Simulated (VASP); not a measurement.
# TiAl3F (Cmmm) in VASP: relaxation of cell and atoms with PBE

Aim: the relaxation of cell and atoms of TiAl3F with PBE.

Everything below comes from runs of VASP 6.6.1. Logs are shortened: lines on timing, memory, paths and dates and some standing lists are left out, and cuts for length are marked.

### 1 The cell of the first run

It takes space group Cmmm (No. 65, orthorhombic). Conventional cell: a = 4.857 Å, b = 9.042 Å, c = 5.242 Å, α = 90.00°, β = 90.00°, γ = 90.00°. Within 3.2 Å of Ti (site symmetry mmm) lie 2 F at 2.43 Å and 8 Al at 2.59 to 3.10 Å. Within 2.6 Å of Al (site symmetry m2m) lie 1 F at 1.93 Å and 2 Al at 2.52 Å and 1 Ti at 2.59 Å. Within 3.7 Å of Al (site symmetry mmm) lie 2 Ti at 2.62 Å and 4 F at 3.57 Å and 4 Al at 3.69 Å. F (site symmetry mmm) has 2 Al at 1.93 Å and 2 Ti at 2.43 Å within 2.6 Å.

The cell was generated, and may not be a known phase.

### 2 Relaxation of cell and atoms, PBE

The input, INCAR:

```
SYSTEM = TiAl3F
PREC = Accurate ; ENCUT = 600
EDIFF = 1E-7 ; ISMEAR = 0
SIGMA = 0.1 ; LREAL = .False.
LASPH = .True. ; NELM = 60
ALGO = Normal ; ISIF = 3
LWAVE = .False. ; LCHARG = .False.
GGA = PE ; IBRION = 2
NSW = 100 ; EDIFFG = -0.01
```

The input, KPOINTS:

```
Automatic mesh
0
Gamma
  10 10 8
  0 0 0
```

The input, POSCAR:

```
TiAl3F
1.0
    2.4284195466     -4.5212283516      0.0000000000
    2.4284195466      4.5212283516      0.0000000000
    0.0000000000      0.0000000000      5.2424436899
Ti Al F
1 3 1
Direct
    0.0000000000      0.0000000000      0.0000000000
    0.2865977181      0.7134022819      0.0000000000
    0.7134022819      0.2865977181      0.0000000000
    0.0000000000      0.0000000000      0.5000000000
    0.5000000000      0.5000000000      0.0000000000
```

Potentials or basis: VASP PAW PBE potentials, release 64 (Ti_sv, Al, F).

Launch:

```console
> cat potpaw_PBE.64/Ti_sv/POTCAR potpaw_PBE.64/Al/POTCAR potpaw_PBE.64/F/POTCAR > POTCAR
> mpirun -np 1 vasp_std > vasp.out
```

OUTCAR:

```text
SYSTEM = TiAl3F
   PREC = Accurate
   ENCUT = 600
   EDIFF = 1E-7
   ISMEAR = 0
   LREAL = .False.
   LASPH = .True.
   NELM = 60
   ISIF = 3
   GGA = PE
   IBRION = 2
   NSW = 100
   EDIFFG = -0.01

 ion  position               nearest neighbor table
   1  0.000  0.000  0.000-   2 2.59   3 2.59   4 2.62   4 2.62   3 3.10   2 3.10   3 3.10   2 3.10

   2  0.287  0.713  0.000-   5 1.93   3 2.52   3 2.52   1 2.59   1 3.10   1 3.10
   3  0.713  0.287  0.000-   5 1.93   2 2.52   2 2.52   1 2.59   1 3.10   1 3.10
   4  0.000  0.000  0.500-   1 2.62   1 2.62
   5  0.500  0.500  0.000-   2 1.93   3 1.93

  LATTYP: Found a base centered orthorhombic cell.
 ALAT       =     4.8568390932
 B/A-ratio  =     1.8617986986
 C/A-ratio  =     1.0793941470

  Lattice vectors:

 A1 = (   2.4284195466,  -4.5212283516,   0.0000000000)
 A2 = (   2.4284195466,   4.5212283516,   0.0000000000)
 A3 = (   0.0000000000,   0.0000000000,   5.2424436899)

Analysis of symmetry for initial positions (statically):
=====================================================================
 Subroutine PRICEL returns:
 Original cell was already a primitive cell.

 Routine SETGRP: Setting up the symmetry group for a
 base centered orthorhombic supercell.

 Subroutine GETGRP returns: Found  8 space group operations
 (whereof  8 operations were pure point group operations)
 out of a pool of  8 trial point group operations.

The static configuration has the point symmetry D_2h.

Analysis of symmetry for dynamics (positions and initial velocities):
=====================================================================
 Subroutine PRICEL returns:
 Original cell was already a primitive cell.

 Routine SETGRP: Setting up the symmetry group for a
 base centered orthorhombic supercell.

 Subroutine GETGRP returns: Found  8 space group operations
 (whereof  8 operations were pure point group operations)
 out of a pool of  8 trial point group operations.

The dynamic configuration has the point symmetry D_2h.

 Subroutine INISYM returns: Found  8 space group operations
 (whereof  8 operations are pure point group operations),
 and found     1 'primitive' translations

----------------------------------------------------------------------------------------

                                     Primitive cell

  volume of cell :     115.1182

  direct lattice vectors                    reciprocal lattice vectors
     2.428419547 -4.521228352  0.000000000     0.205895230 -0.110589415  0.000000000
     2.428419547  4.521228352  0.000000000     0.205895230  0.110589415  0.000000000
     0.000000000  0.000000000  5.242443690     0.000000000  0.000000000  0.190750737

  length of vectors
     5.132126976  5.132126976  5.242443690     0.233715349  0.233715349  0.190750737

  position of ions in fractional coordinates (direct lattice)
     0.000000000  0.000000000  0.000000000
     0.286597718  0.713402282  0.000000000
     0.713402282  0.286597718  0.000000000
     0.000000000  0.000000000  0.500000000
     0.500000000  0.500000000  0.000000000

  ion indices of the primitive-cell ions
   primitive index   ion index
                 1           1
                 2           2
                 3           3
                 4           4
                 5           5

----------------------------------------------------------------------------------------

 KPOINTS: Automatic mesh

Automatic generation of k-mesh.
 Grid dimensions read from file:
 generate k-points for:   10   10    8

 Generating k-lattice:

  Cartesian coordinates                     Fractional coordinates (reciprocal lattice)
     0.020589523 -0.011058942  0.000000000     0.100000000  0.000000000  0.000000000
     0.020589523  0.011058942  0.000000000     0.000000000  0.100000000  0.000000000
     0.000000000  0.000000000  0.023843842     0.000000000  0.000000000  0.125000000

  Length of vectors
     0.023371535  0.023371535  0.023843842

  Shift w.r.t. Gamma in fractional coordinates (k-lattice)
     0.000000000  0.000000000  0.000000000

 Subroutine IBZKPT returns following result:
 ===========================================

 Found    155 irreducible k-points:

 Following reciprocal coordinates:
            Coordinates               Weight
  0.000000  0.000000  0.000000      1.000000
  0.100000  0.000000  0.000000      4.000000
  0.200000  0.000000  0.000000      4.000000
  0.300000 -0.000000  0.000000      4.000000
  0.400000  0.000000  0.000000      4.000000
  0.500000  0.000000  0.000000      2.000000
[... 16 lines left out ...]
  0.300000  0.300000  0.000000      2.000000
  0.400000  0.300000  0.000000      4.000000
 [... further k-points ...]
   k-points           NKPTS =    155   k-points in BZ     NKDIM =    155   number of bands    NBANDS=     18
   number of dos      NEDOS =    301   number of ions     NIONS =      5
   total plane-waves  NPLWV =  74088
   dimension x,y,z NGX =    42 NGY =   42 NGZ =   42
   dimension x,y,z NGXF=    84 NGYF=   84 NGZF=   84
   ions per type =               1   3   1
   NGX,Y,Z   is equivalent  to a cutoff of  13.61, 13.61, 13.32 a.u.
   NGXF,Y,Z  is equivalent  to a cutoff of  27.21, 27.21, 26.64 a.u.
 SYSTEM =  TiAl3F
   PREC   = accura    normal or accurate (medium, high low for compatibility)
   ISTART =      0    job   : 0-new  1-cont  2-samecut
   ICHARG =      2    charge: 1-file 2-atom 10-const
   ISPIN  =      1    spin polarized calculation?
   LNONCOLLINEAR =      F non collinear calculations
   LSORBIT =      F    spin-orbit coupling
   LASPH  =      T    aspherical Exc in radial PAW
   ENCUT  =  600.0 eV  44.10 Ry    6.64 a.u.  10.25 10.25 10.47*2*pi/ulx,y,z
   NELM   =     60;   NELMIN=  2; NELMDL= -5     # of ELM steps
   EDIFF  = 0.1E-06   stopping-criterion for ELM
   LREAL  =      F    real-space projection
   EDIFFG = -.1E-01   stopping-criterion for IOM
   NSW    =    100    number of steps for IOM
   IBRION =      2    ionic relax: 0-MD 1-quasi-New 2-CG
   NFREE  =      1    steps in history (QN), initial steepest desc. (CG)
   ISIF   =      3    stress and relaxation
   ISYM   =      2    0-nonsym 1-usesym 2-fastsym
   POTIM  = 0.5000    time-step for ionic-motion
   TEBEG  =    0.0;   TEEND  =   0.0 temperature during run
   PSTRESS=    0.0 pullay stress
   NELECT =      28.0000    total number of electrons
   NUPDOWN=      -1.0000    fix difference up-down
   EMIN   =  10.00;   EMAX   =-10.00  energy-range for DOS
   EFERMI =   0.00;   METHOD = LEGACY
   ISMEAR =     0;   SIGMA  =   0.10  broadening in eV -4-tet -1-fermi 0-gaus
   EFERMI_NEDOS =   21; number of points for ismear=-14 and -15
   IALGO  =     38    algorithm
   IMIX   =      4    mixing-type and parameters
     AMIX     =   0.40;   BMIX     =  1.00
     AMIX_MAG =   1.60;   BMIX_MAG =  1.00
  volume/ion in A,a.u.               =      23.02       155.37
  Fermi-wavevector in a.u.,A,eV,Ry     =   1.021911  1.931131 14.208579  1.044301
  Thomas-Fermi vector in A             =   2.155561
   LORBIT       =      0    0 simple, 1 ext, 2 COOP (PROOUT), +10 PAW based schemes
   GGA     = PE    functional components
   LHFCALC =     F    Hartree Fock is set to
   AEXX    =    0.0000 exact exchange contribution
   IVDW    =     0    specifies the selected vdW correction
   LEPSILON=     F    determine dielectric tensor
   LRPA    =     F    only Hartree local field effects (RPA)
 conjugate gradient relaxation of ions
 non-spin polarized calculation
 Gauss-broadening in eV      SIGMA  =   0.10
  energy-cutoff  :      600.00
  volume of cell :      115.12
 maximum number of plane-waves:      3863
 NGX is ok and might be reduce to    42
   NGX = 21   NGY = 21   NGZ = 21

--------------------------------------- Ionic step        1  -------------------------------------------

 number of electron      28.0000006 magnetization

 Free energy of the ion-electron system (eV)
  ---------------------------------------------------
  ext. energy  EPLUGINS =         0.00000000
  ---------------------------------------------------
  free energy    TOTEN  =       -21.14373107 eV

  energy without entropy =      -21.10601927  energy(sigma->0) =      -21.12487517

------------------------ aborting loop because EDIFF is reached ----------------------------------------

  FORCE on cell =-STRESS in cart. coord.  units (eV):
  Direction    XX          YY          ZZ          XY          YZ          ZX
  --------------------------------------------------------------------------------------
  -------------------------------------------------------------------------------------
  Total        0.0771002      0.0300701     -0.3758715     -0.0000000      0.0000000      0.0000000
  in kB        1.0730552      0.4185057     -5.2312570     -0.0000000      0.0000000      0.0000000
  external PRESSURE =      -1.2465654 kB  Pullay stress =       0.0000000 kB
[... 141 lines left out ...]
  energy  without entropy=      -21.1074745638  energy(sigma->0) =      -21.12620514

--------------------------------------- Ionic step        5  -------------------------------------------

 number of electron      28.0000003 magnetization

 Free energy of the ion-electron system (eV)
  ---------------------------------------------------
  ext. energy  EPLUGINS =         0.00000000
  ---------------------------------------------------
  free energy    TOTEN  =       -21.14496710 eV

  energy without entropy =      -21.10753768  energy(sigma->0) =      -21.12625239

 E-fermi :   3.8049     XC(G=0):  -8.5335

 val. band max:        3.8031603967   @ k =  -0.4000   0.4000   0.2500
 cond. band min:       3.8074658290   @ k =   0.5000   0.0000   0.3750
 fundamental gap:      0.0043054322
 Fermi energy:         3.8048907038

 k-point     1 :       0.0000    0.0000    0.0000
  band No.  band energies     occupation
      1     -53.0381      2.00000
      2     -29.7182      2.00000
      3     -29.1876      2.00000
      4     -29.1131      2.00000
      5     -23.1948      2.00000
      6      -6.2622      2.00000
[... 10 lines left out ...]
     17       5.9343      0.00000
     18       6.1461      0.00000
[... 466 lines left out ...]
      2     -29.7294      2.00000
      3     -29.1886      2.00000
      4     -29.1129      2.00000
      5     -23.1592      2.00000
      6      -6.5264      2.00000
[... 10 lines left out ...]
     17       5.1708      0.00000
     18       5.5310      0.00000

 [... further k-points ...]

------------------------ aborting loop because EDIFF is reached ----------------------------------------

  FORCE on cell =-STRESS in cart. coord.  units (eV):
  Direction    XX          YY          ZZ          XY          YZ          ZX
  --------------------------------------------------------------------------------------
  -------------------------------------------------------------------------------------
  Total        0.0300639     -0.0062901      0.0062319      0.0000000      0.0000000      0.0000000
  in kB        0.4204291     -0.0879634      0.0871500      0.0000000      0.0000000      0.0000000
  external PRESSURE =       0.1398719 kB  Pullay stress =       0.0000000 kB
[... 20 lines left out ...]
  FREE ENERGIE OF THE ION-ELECTRON SYSTEM (eV)
  ---------------------------------------------------
  free  energy   TOTEN  =       -21.1449671028 eV

  energy  without entropy=      -21.1075376837  energy(sigma->0) =      -21.12625239

 reached required accuracy - stopping structural energy minimisation
```

Wall time 12 min (1 thread of Intel Xeon 6975P-C (Granite Rapids), shared host); peak memory 0.58 GiB.

Results:

* Free energy: -21.1450 eV
* Relaxed volume: 22.91 Å³/atom
* Relaxed cell: a = 5.133 Å, b = 5.133 Å, c = 5.211 Å, α = 90.00°, β = 90.00°, γ = 123.44°
* Space group after relaxing (to 0.1 Å): Cmmm (No. 65)
* Energy gained by relaxing: 0.2 meV/atom
* Ionic steps: 5
* Pressure after relaxing: 0.0 GPa
* Band gap on the k mesh: zero (bands 14 and 15 overlap by 0.86 eV)

The path:
```
step  energy change (eV)  largest force (eV/Å)  pressure (GPa)  volume (Å³)
   1              0.0000                0.0163           -0.12       115.12
   2             -0.0010                0.0041           -0.06       114.82
   3             -0.0012                0.0031           -0.02       114.64
   4             -0.0012                0.0037           -0.02       114.63
   5             -0.0012                0.0004            0.01       114.57
```

Final structure:
```cif
data_structure
_symmetry_space_group_name_H-M 'P 1'
_symmetry_Int_Tables_number 1
_cell_length_a 5.1331
_cell_length_b 5.1331
_cell_length_c 5.2105
_cell_angle_alpha 90.000
_cell_angle_beta 90.000
_cell_angle_gamma 123.437
_cell_volume 114.57
loop_
_atom_site_label
_atom_site_type_symbol
_atom_site_fract_x
_atom_site_fract_y
_atom_site_fract_z
_atom_site_occupancy
Ti1 Ti 0.00000 0.00000 0.00000 1
Al1 Al 0.28647 0.71353 0.00000 1
Al2 Al 0.71353 0.28647 0.00000 1
Al3 Al 0.00000 0.00000 0.50000 1
F1 F 0.50000 0.50000 0.00000 1
```
